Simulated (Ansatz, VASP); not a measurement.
# RbBr in VASP and in Ansatz

POSCAR

```
RbBr
1.0
    0.0000000000      3.4496960257      3.4496960257
    3.4496960257      0.0000000000      3.4496960257
    3.4496960257      3.4496960257      0.0000000000
Rb Br
1 1
Direct
    0.0000000000      0.0000000000      0.0000000000
    0.5000000000      0.5000000000      0.5000000000
```

INCAR.step1

```
PREC     = Accurate       # precision mode
ENCUT    = 520            # plane-wave cutoff, eV
EDIFF    = 1E-5           # SCF threshold, eV
ISMEAR   = -1             # smearing method
SIGMA    = 0.05           # smearing width, eV
LREAL    = F              # projectors in reciprocal space
LASPH    = T              # aspherical terms in the spheres
NELM     = 60             # most SCF steps
ALGO     = Normal         # electronic algorithm
ISIF     = 2              # what is computed and relaxed
LWAVE    = T              # write WAVECAR
LCHARG   = F              # write CHGCAR
GGA      = PE             # functional
NBANDS   = 15             # bands
```

File INCAR.step2:

```
PREC     = Accurate       # precision mode
ENCUT    = 520            # plane-wave cutoff, eV
EDIFF    = 1E-6           # SCF threshold, eV
ISMEAR   = -1             # smearing method
SIGMA    = 0.05           # smearing width, eV
LREAL    = F              # projectors in reciprocal space
LASPH    = T              # aspherical terms in the spheres
NELM     = 60             # most SCF steps
ALGO     = Normal         # electronic algorithm
ISIF     = 2              # what is computed and relaxed
LWAVE    = F              # write WAVECAR
LCHARG   = F              # write CHGCAR
GGA      = PE             # functional
LHFCALC  = T              # exact exchange
AEXX     = 0.25           # exact-exchange fraction
PRECFOCK = Normal       
ISTART   = 1            
NBANDS   = 15             # bands
```

KPOINTS

```
Automatic mesh
0
Gamma
  4 4 4
```

input

```
crystal:
  lattice:
    - [0.0, 3.4496960257, 3.4496960257]
    - [3.4496960257, 0.0, 3.4496960257]
    - [3.4496960257, 3.4496960257, 0.0]
  atoms:
    - { symbol: Rb, position: [0.0, 0.0, 0.0] }
    - { symbol: Br, position: [0.5, 0.5, 0.5] }
hamiltonian:
  xc: pbe0
  pseudopotentials: { kind: paw }
kpoints:
  mp_grid: { grid: [4, 4, 4] }
scf:
  occupations: { method: fermi_dirac, width: 0.05 }
output:
  forces: true
  stress: true
  eigenvalues: true
```

Alike in both runs: task single point; functional PBE0; k mesh 4 × 4 × 4; occupations fermi-dirac, width 0.05 eV; no spin polarisation.

|  | VASP | Ansatz |
| --- | --- | --- |
| version | VASP 6.6.1 | Ansatz 0.2.0 |
| potentials or method | VASP PAW PBE potentials, release 64 (Rb_sv, Br) | Ansatz PAW |
| plane-wave cutoff (eV) | 520 | 420 |
| valence electrons in the cell | 16 | 16 |

VASP gave:

```
gap on the k mesh at the Fermi level (eV) : 6.20
least direct gap on the mesh (eV)         : 6.20
pressure (GPa)                            : 0.4
```

Q: Estimate Ansatz's values.

A: gap on the k mesh at the Fermi level (eV): 6.19; least direct gap on the mesh (eV): 6.19; pressure (GPa): 0.4.

With one functional, cell and mesh, what is left measures potentials, basis and numerics.
